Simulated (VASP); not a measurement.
Input of a VASP 6.6.1 run:

The input POSCAR:

```
C
1.0
    2.5123860676      0.0000000000      0.0000000000
   -1.2561930338      2.1757901587      0.0000000000
    0.0000000000      0.0000000000     12.3917726650
C
12
Direct
    0.0000000000      0.0000000000      0.1868286690
    0.0000000000      0.0000000000      0.6868286690
    0.0000000000      0.0000000000      0.3131713310
    0.0000000000      0.0000000000      0.8131713310
    0.3333333333      0.6666666667      0.5207643649
    0.6666666667      0.3333333333      0.0207643649
    0.3333333333      0.6666666667      0.9792356351
    0.6666666667      0.3333333333      0.4792356351
    0.3333333333      0.6666666667      0.6450550061
    0.6666666667      0.3333333333      0.1450550061
    0.3333333333      0.6666666667      0.8549449939
    0.6666666667      0.3333333333      0.3549449939
```

INCAR.step1

```
SYSTEM = C
PREC = Accurate ; ENCUT = 520
ISMEAR = 0 ; SIGMA = 0.02
LREAL = .FALSE. ; LASPH = .TRUE.
NELM = 80 ; NBANDS = 36
GGA = PE ; ALGO = Normal
EDIFF = 1E-4 ; LWAVE = .TRUE.
LCHARG = .FALSE.
```

Contents of INCAR.step2:

```
SYSTEM = C
PREC = Accurate ; ENCUT = 520
EDIFF = 1E-6 ; ISMEAR = 0
SIGMA = 0.02 ; LREAL = .FALSE.
LASPH = .TRUE. ; NELM = 80
ALGO = Normal ; ISIF = 2
LWAVE = .FALSE. ; LCHARG = .FALSE.
METAGGA = R2SCAN ; LMIXTAU = .TRUE.
NBANDS = 36 ; ISTART = 1
```

The input KPOINTS:

```
Automatic mesh
0
G
  12 12 2
  0 0 0
```

Potentials or basis: VASP PAW PBE potentials, release 64 (C).

Run with:

```sh
$ cat potpaw_PBE.64/C/POTCAR > POTCAR
$ cp INCAR.step1 INCAR
$ mpirun -np 1 vasp_std > vasp.out
$ cp INCAR.step2 INCAR
$ mpirun -np 1 vasp_std > vasp.out
```

Task: What does it give for the largest force?

Result: 0.009 eV/Å.

Task: What does it give for the band gap on the k mesh?

Result: 4.66 eV, indirect (least direct gap 5.63 eV).

Task: Predict the pressure.

Result: 1.1 GPa.

Forces in eV/Å, atoms in the order of the input:
```
C    0.000  0.000  0.009
C    0.000  0.000  0.009
C    0.000  0.000 -0.009
C    0.000  0.000 -0.009
C    0.000  0.000 -0.002
C    0.000  0.000 -0.002
C    0.000  0.000  0.002
C    0.000  0.000  0.002
C    0.000  0.000  0.000
C    0.000  0.000  0.000
C    0.000  0.000  0.000
C    0.000  0.000  0.000
```

Caveat: the PAW data sets were made with another functional, which shifts forces and pressure a little. r2SCAN opens gaps a little over a GGA but as a rule still falls short of measured ones.
